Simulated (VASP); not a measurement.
The system is Al2Pt.

```xyz
3
Lattice="0.0000 2.9550 2.9550 2.9550 0.0000 2.9550 2.9550 2.9550 0.0000" Properties=species:S:1:pos:R:3 pbc="T T T"
Al    1.4775    1.4775    1.4775
Al    4.4325    4.4325    4.4325
Pt    0.0000    0.0000    0.0000
```

```yaml
Program: VASP 6.6.1
Task: relaxation of cell and atoms
Functional: PBE
Potentials_or_basis: VASP PAW PBE potentials, release 64 (Al, Pt)
Cutoff: 600 eV
k_mesh: 9 × 9 × 9
Occupations: fermi-dirac, width 0.1 eV
Spin: no spin polarisation
```

At the start: pressure 2.3 GPa; volume 17.20 Å³/atom.

Q: How do energy, volume and symmetry change on relaxing?

A: Over 3 steps the energy falls by 2.1 meV/atom and the volume is 17.50 Å³/atom (+1.7 %); space group Fm-3m (No. 225, to 0.1 Å) before and after.

The path:
| step | energy change (eV) | largest force (eV/Å) | pressure (GPa) | volume (Å³) |
| --- | --- | --- | --- | --- |
| 1 | 0.0000 | 0.0000 | 2.32 | 51.61 |
| 2 | 0.0010 | 0.0000 | -2.33 | 53.49 |
| 3 | -0.0063 | 0.0000 | 0.01 | 52.50 |

Final structure:
```
CELL_PARAMETERS angstrom
0.00000 2.97191 2.97191
2.97191 0.00000 2.97191
2.97191 2.97191 0.00000
ATOMIC_POSITIONS crystal
Al 0.25000 0.25000 0.25000
Al 0.75000 0.75000 0.75000
Pt 0.00000 0.00000 0.00000
```
